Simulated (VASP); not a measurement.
# W (P6_3/mmc) in VASP: single point with PBE

Aim: the single point of W with PBE.

All numbers are computed with VASP 6.6.1; they aren't measurements. Logs are shortened: lines on timing, memory, paths and dates and some standing lists are left out, and cuts for length are marked.

**1. The cell of the first run**

The structure is hexagonal, space group P6_3/mmc (No. 194). Conventional cell: a = 2.869 Å, b = 2.869 Å, c = 4.921 Å, α = 90.00°, β = 90.00°, γ = 120.00°. W (site symmetry -6m2) has 12 W at 2.87 to 2.97 Å within 3.8 Å.

This isn't the form of W at room conditions, which is bcc.

**2. Single point, PBE (Re replaced by W, lengths x 1.044, strained)**

The input, INCAR:

```
SYSTEM = W
PREC = Accurate
ENCUT = 520
EDIFF = 1E-6
ISMEAR = 0
SIGMA = 0.1
LREAL = .FALSE.
LASPH = .TRUE.
NELM = 100
ALGO = Fast
ISIF = 2
LWAVE = .FALSE.
LCHARG = .TRUE.
GGA = PE
LELF = .TRUE.
LVHAR = .TRUE.
NBANDS = 21
```

The input, KPOINTS:

```
Automatic mesh
0
G
  18 18 8
  0 0 0
```

The input, POSCAR:

```
W
1.0
    2.8690324637      0.0000000000      0.0000000000
   -1.4345162319      2.4846549979      0.0000000000
    0.0000000000      0.0000000000      4.9214758624
W
2
Direct
    0.3333333300      0.6666666700      0.2500000000
    0.6666666700      0.3333333300      0.7500000000
```

Potentials or basis: VASP PAW PBE potentials, release 64 (W_sv).

The run is started by

```sh
$ cat potpaw_PBE.64/W_sv/POTCAR > POTCAR
$ mpirun -np 1 vasp_std > vasp.out
```

OUTCAR:

```text
SYSTEM = W
   PREC = Accurate
   ENCUT = 520
   EDIFF = 1E-6
   ISMEAR = 0
   LREAL = .FALSE.
   LASPH = .TRUE.
   NELM = 100
   ISIF = 2
   GGA = PE

 ion  position               nearest neighbor table
   1  0.333  0.667  0.250-   2 2.97   2 2.97   2 2.97   2 2.97   2 2.97   2 2.97
   2  0.667  0.333  0.750-   1 2.97   1 2.97   1 2.97   1 2.97   1 2.97   1 2.97

  LATTYP: Found a hexagonal cell.
 ALAT       =     2.8690324637
 C/A-ratio  =     1.7153782415

  Lattice vectors:

 A1 = (   2.8690324637,   0.0000000000,   0.0000000000)
 A2 = (  -1.4345162319,   2.4846549979,   0.0000000000)
 A3 = (   0.0000000000,   0.0000000000,   4.9214758624)

Analysis of symmetry for initial positions (statically):
=====================================================================
 Subroutine PRICEL returns:
 Original cell was already a primitive cell.

 Routine SETGRP: Setting up the symmetry group for a
 hexagonal supercell.

 Subroutine GETGRP returns: Found 24 space group operations
 (whereof 12 operations were pure point group operations)
 out of a pool of 24 trial point group operations.

The static configuration has the point symmetry D_3d.
 The point group associated with its full space group is D_6h.

Analysis of symmetry for dynamics (positions and initial velocities):
=====================================================================
 Subroutine PRICEL returns:
 Original cell was already a primitive cell.

 Routine SETGRP: Setting up the symmetry group for a
 hexagonal supercell.

 Subroutine GETGRP returns: Found 24 space group operations
 (whereof 12 operations were pure point group operations)
 out of a pool of 24 trial point group operations.

The dynamic configuration has the point symmetry D_3d.
 The point group associated with its full space group is D_6h.

 Subroutine INISYM returns: Found 24 space group operations
 (whereof 12 operations are pure point group operations),
 and found     1 'primitive' translations

----------------------------------------------------------------------------------------

                                     Primitive cell

  volume of cell :      35.0830

  direct lattice vectors                    reciprocal lattice vectors
     2.869032464  0.000000000  0.000000000     0.348549559  0.201235182  0.000000000
    -1.434516232  2.484654998  0.000000000     0.000000000  0.402470363  0.000000000
     0.000000000  0.000000000  4.921475862     0.000000000  0.000000000  0.203191081

  length of vectors
     2.869032464  2.869032464  4.921475862     0.402470363  0.402470363  0.203191081

  position of ions in fractional coordinates (direct lattice)
     0.333333330  0.666666670  0.250000000
     0.666666670  0.333333330  0.750000000

  ion indices of the primitive-cell ions
   primitive index   ion index
                 1           1
                 2           2

----------------------------------------------------------------------------------------

 KPOINTS: Automatic mesh

Automatic generation of k-mesh.
 Grid dimensions read from file:
 generate k-points for:   18   18    8

 Generating k-lattice:

  Cartesian coordinates                     Fractional coordinates (reciprocal lattice)
     0.019363864  0.011179732  0.000000000     0.055555556  0.000000000  0.000000000
     0.000000000  0.022359465  0.000000000     0.000000000  0.055555556  0.000000000
     0.000000000  0.000000000  0.025398885     0.000000000  0.000000000  0.125000000

  Length of vectors
     0.022359465  0.022359465  0.025398885

  Shift w.r.t. Gamma in fractional coordinates (k-lattice)
     0.000000000  0.000000000  0.000000000

 Subroutine IBZKPT returns following result:
 ===========================================

 Found    185 irreducible k-points:

 Following reciprocal coordinates:
            Coordinates               Weight
  0.000000  0.000000  0.000000      1.000000
  0.055556 -0.000000  0.000000      6.000000
  0.111111 -0.000000  0.000000      6.000000
  0.166667 -0.000000  0.000000      6.000000
  0.222222 -0.000000  0.000000      6.000000
  0.277778 -0.000000  0.000000      6.000000
[... 16 lines left out ...]
  0.333333  0.111111  0.000000     12.000000
  0.388889  0.111111  0.000000     12.000000
 [... further k-points ...]
   k-points           NKPTS =    185   k-points in BZ     NKDIM =    185   number of bands    NBANDS=     21
   number of dos      NEDOS =    301   number of ions     NIONS =      2
   total plane-waves  NPLWV =  23040
   dimension x,y,z NGX =    24 NGY =   24 NGZ =   40
   dimension x,y,z NGXF=    48 NGYF=   48 NGZF=   80
   ions per type =               2
   NGX,Y,Z   is equivalent  to a cutoff of  13.91, 13.91, 13.51 a.u.
   NGXF,Y,Z  is equivalent  to a cutoff of  27.81, 27.81, 27.02 a.u.
 SYSTEM =  W
   PREC   = accura    normal or accurate (medium, high low for compatibility)
   ISTART =      0    job   : 0-new  1-cont  2-samecut
   ICHARG =      2    charge: 1-file 2-atom 10-const
   ISPIN  =      1    spin polarized calculation?
   LNONCOLLINEAR =      F non collinear calculations
   LSORBIT =      F    spin-orbit coupling
   LASPH  =      T    aspherical Exc in radial PAW
   ENCUT  =  520.0 eV  38.22 Ry    6.18 a.u.   5.33  5.33  9.15*2*pi/ulx,y,z
   NELM   =    100;   NELMIN=  2; NELMDL= -5     # of ELM steps
   EDIFF  = 0.1E-05   stopping-criterion for ELM
   LREAL  =      F    real-space projection
   EDIFFG = 0.1E-04   stopping-criterion for IOM
   NSW    =      0    number of steps for IOM
   IBRION =     -1    ionic relax: 0-MD 1-quasi-New 2-CG
   NFREE  =      0    steps in history (QN), initial steepest desc. (CG)
   ISIF   =      2    stress and relaxation
   ISYM   =      2    0-nonsym 1-usesym 2-fastsym
   POTIM  = 0.5000    time-step for ionic-motion
   TEBEG  =    0.0;   TEEND  =   0.0 temperature during run
   PSTRESS=    0.0 pullay stress
   NELECT =      28.0000    total number of electrons
   NUPDOWN=      -1.0000    fix difference up-down
   EMIN   =  10.00;   EMAX   =-10.00  energy-range for DOS
   EFERMI =   0.00;   METHOD = LEGACY
   ISMEAR =     0;   SIGMA  =   0.10  broadening in eV -4-tet -1-fermi 0-gaus
   EFERMI_NEDOS =   21; number of points for ismear=-14 and -15
   IALGO  =     68    algorithm
   IMIX   =      4    mixing-type and parameters
     AMIX     =   0.40;   BMIX     =  1.00
     AMIX_MAG =   1.60;   BMIX_MAG =  1.00
  volume/ion in A,a.u.               =      17.54       118.38
  Fermi-wavevector in a.u.,A,eV,Ry     =   1.518548  2.869640 31.374874  2.305988
  Thomas-Fermi vector in A             =   2.627654
   LORBIT       =      0    0 simple, 1 ext, 2 COOP (PROOUT), +10 PAW based schemes
   GGA     = PE    functional components
   LHFCALC =     F    Hartree Fock is set to
   AEXX    =    0.0000 exact exchange contribution
   IVDW    =     0    specifies the selected vdW correction
   LEPSILON=     F    determine dielectric tensor
   LRPA    =     F    only Hartree local field effects (RPA)
 non-spin polarized calculation
 RMM-DIIS sequential band-by-band and
 Gauss-broadening in eV      SIGMA  =   0.10
  energy-cutoff  :      520.00
  volume of cell :       35.08
 maximum number of plane-waves:       967
 NGX is ok and might be reduce to    24
   NGX = 11   NGY = 11   NGZ = 19

 number of electron      27.9999999 magnetization

 Free energy of the ion-electron system (eV)
  ---------------------------------------------------
  ext. energy  EPLUGINS =         0.00000000
  ---------------------------------------------------
  free energy    TOTEN  =       -24.77409033 eV

  energy without entropy =      -24.76119850  energy(sigma->0) =      -24.76764442

 E-fermi :   9.6220     XC(G=0): -13.0645

 val. band max:        9.6173463190   @ k =   0.4444   0.1111   0.0000
 cond. band min:       9.6235202669   @ k =   0.1111  -0.0000   0.5000
 fundamental gap:      0.0061739478
 Fermi energy:         9.6220389178

 k-point     1 :       0.0000    0.0000    0.0000
  band No.  band energies     occupation
      1     -64.2009      2.00000
      2     -64.1385      2.00000
      3     -28.7930      2.00000
      4     -27.9895      2.00000
      5     -27.9547      2.00000
      6     -27.9547      2.00000
[... 13 lines left out ...]
     20      13.5783      0.00000
     21      18.0867      0.00000

 k-point     2 :       0.0556   -0.0000    0.0000
  band No.  band energies     occupation
      1     -64.1985      2.00000
      2     -64.1370      2.00000
      3     -28.7843      2.00000
      4     -27.9916      2.00000
      5     -27.9801      2.00000
      6     -27.9620      2.00000
[... 13 lines left out ...]
     20      13.9222      0.00000
     21      18.0709      0.00000

 k-point     3 :       0.1111   -0.0000    0.0000
  band No.  band energies     occupation
      1     -64.1917      2.00000
      2     -64.1326      2.00000
      3     -28.7586      2.00000
      4     -28.0531      2.00000
      5     -27.9980      2.00000
      6     -27.9830      2.00000
[... 13 lines left out ...]
     20      14.7260      0.00000
     21      18.0028      0.00000

 k-point     4 :       0.1667   -0.0000    0.0000
  band No.  band energies     occupation
      1     -64.1812      2.00000
      2     -64.1261      2.00000
      3     -28.7177      2.00000
      4     -28.1644      2.00000
      5     -28.0731      2.00000
      6     -28.0145      2.00000
[... 13 lines left out ...]
     20      15.7207      0.00000
     21      17.8516      0.00000

 k-point     5 :       0.2222   -0.0000    0.0000
  band No.  band energies     occupation
      1     -64.1680      2.00000
      2     -64.1183      2.00000
      3     -28.6645      2.00000
      4     -28.3000      2.00000
      5     -28.2068      2.00000
      6     -28.0522      2.00000
[... 13 lines left out ...]
     20      16.7746      0.00000
     21      17.6222      0.00000
[... 382 lines left out ...]
     20      17.4037      0.00000
     21      18.3589      0.00000

 k-point    22 :       0.2778    0.1111    0.0000
  band No.  band energies     occupation
      1     -64.1355      2.00000
      2     -64.1017      2.00000
      3     -28.5648      2.00000
      4     -28.5192      2.00000
      5     -28.4824      2.00000
      6     -28.1647      2.00000
[... 13 lines left out ...]
     20      17.4395      0.00000
     21      19.3370      0.00000

 k-point    23 :       0.3333    0.1111    0.0000
  band No.  band energies     occupation
      1     -64.1238      2.00000
      2     -64.0972      2.00000
      3     -28.6623      2.00000
      4     -28.5626      2.00000
      5     -28.4583      2.00000
      6     -28.2051      2.00000
[... 13 lines left out ...]
     20      17.8491      0.00000
     21      19.3282      0.00000

 k-point    24 :       0.3889    0.1111    0.0000
  band No.  band energies     occupation
      1     -64.1156      2.00000
      2     -64.0950      2.00000
      3     -28.7254      2.00000
      4     -28.6147      2.00000
      5     -28.4096      2.00000
      6     -28.2312      2.00000
[... 13 lines left out ...]
     20      17.8789      0.00000
     21      18.6527      0.00000

 [... further k-points ...]

------------------------ aborting loop because EDIFF is reached ----------------------------------------

  FORCE on cell =-STRESS in cart. coord.  units (eV):
  Direction    XX          YY          ZZ          XY          YZ          ZX
  --------------------------------------------------------------------------------------
  -------------------------------------------------------------------------------------
  Total       -4.2401965     -4.2401965     -1.6171291      0.0000000      0.0000000     -0.0000000
  in kB     -193.6420407   -193.6420407    -73.8513385      0.0000000      0.0000000     -0.0000000
  external PRESSURE =    -153.7118067 kB  Pullay stress =       0.0000000 kB

 VOLUME and BASIS-vectors are now :
 -----------------------------------------------------------------------------
  energy-cutoff  :      520.00
  volume of cell :       35.08
      direct lattice vectors                 reciprocal lattice vectors
     2.869032464  0.000000000  0.000000000     0.348549559  0.201235182  0.000000000
    -1.434516232  2.484654998  0.000000000     0.000000000  0.402470363  0.000000000
     0.000000000  0.000000000  4.921475862     0.000000000  0.000000000  0.203191081

 POSITION                                       TOTAL-FORCE (eV/Angst)
 -----------------------------------------------------------------------------------
     -0.00000      1.65644      1.23037         0.000000      0.000000      0.000000
      1.43452      0.82822      3.69111        -0.000000      0.000000      0.000000
 -----------------------------------------------------------------------------------
    total drift:                               -0.000005      0.000003     -0.000000

  FREE ENERGIE OF THE ION-ELECTRON SYSTEM (eV)
  ---------------------------------------------------
  free  energy   TOTEN  =       -24.7740903298 eV

  energy  without entropy=      -24.7611985027  energy(sigma->0) =      -24.76764442
```

Wall time 3.3 min (1 thread of Intel Xeon 8259CL, shared host); peak memory 0.24 GiB.

Results:

```yaml
Free_energy: -24.7741 eV
Pressure: -15.4 GPa
Band_gap_on_the_k_mesh: zero (bands 14 and 15 overlap by 1.45 eV)
```

Stress tensor (GPa, compression positive):
```
-19.36   0.00   0.00
  0.00 -19.36   0.00
  0.00   0.00  -7.39
```

Caveat: the cell differs from its parent crystal (Re replaced by W, lengths x 1.044, strained); the cell stands under tension; spin-orbit coupling is left out, which moves the levels of the heavy elements.
